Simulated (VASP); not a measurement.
The system is Ge2S.

```
Ge S
1.0
     1.57883    0.91154    6.11297
    -1.57883    0.91154    6.11297
     0.00000   -1.82307    6.11297
Ge S
2 1
Cartesian
  0.0000 0.0000 13.7248
  0.0000 0.0000 10.7264
  0.0000 0.0000 0.0000
```

| Item | Value |
| --- | --- |
| Program | VASP 6.6.1 |
| Task | relaxation of cell and atoms |
| Functional | PBE |
| Potentials or basis | VASP PAW PBE potentials, release 64 (Ge_d, S) |
| Cutoff | 600 eV |
| k mesh | 6 × 6 × 6 |
| Occupations | gaussian, width 0.1 eV |
| Spin | no spin polarisation |

At the start: pressure 24.5 GPa; volume 17.60 Å³/atom.

Problem. Where does the relaxation end?

Solution. Over 24 steps the energy falls by 518.4 meV/atom and the volume is 19.60 Å³/atom (+11.4 %); space group R3m (No. 160, to 0.05 Å).

The path:
```csv
step,energy change (eV),largest force (eV/Å),pressure (GPa),volume (Å³)
1,0.0000,4.1373,24.50,52.79
2,-0.7953,0.8990,-8.78,76.06
3,-1.2699,0.4667,-2.00,65.45
4,-1.2722,0.5595,-1.48,64.92
5,-1.2723,0.6080,-1.28,64.65
6,-1.2717,0.6544,-0.97,64.39
7,-1.3126,0.6552,-0.48,63.25
8,-1.4210,0.5994,0.92,59.86
9,-1.4443,0.1761,6.35,53.35
10,-1.4726,0.4703,3.49,56.36
11,-1.5028,0.3056,2.31,56.74
12,-1.5332,0.2766,0.46,57.62
13,-1.5407,0.2015,0.34,57.88
14,-1.5474,0.1156,0.18,58.39
15,-1.5475,0.1106,0.17,58.45
16,-1.5483,0.1094,0.00,58.60
17,-1.5497,0.1077,-0.46,59.06
18,-1.5504,0.1002,-0.26,59.02
19,-1.5522,0.0748,-0.05,58.89
20,-1.5539,0.0654,0.07,58.63
21,-1.5539,0.0866,0.49,58.55
22,-1.5539,0.0691,0.25,58.60
23,-1.5547,0.0496,0.32,58.67
24,-1.5553,0.0228,0.26,58.79
```

Final structure:
```yaml
crystal:
  lattice:
    - [1.69068, 0.97611, 5.93710]
    - [-1.69068, 0.97611, 5.93710]
    - [0.00000, -1.95223, 5.93710]
  atoms:
    - { symbol: Ge, position: [0.76462, 0.76462, 0.76462] }
    - { symbol: Ge, position: [0.56033, 0.56033, 0.56033] }
    - { symbol: S, position: [0.00835, 0.00835, 0.00835] }
```

Caveat: the k points lie up to 0.36 Å⁻¹ apart in the final cell.
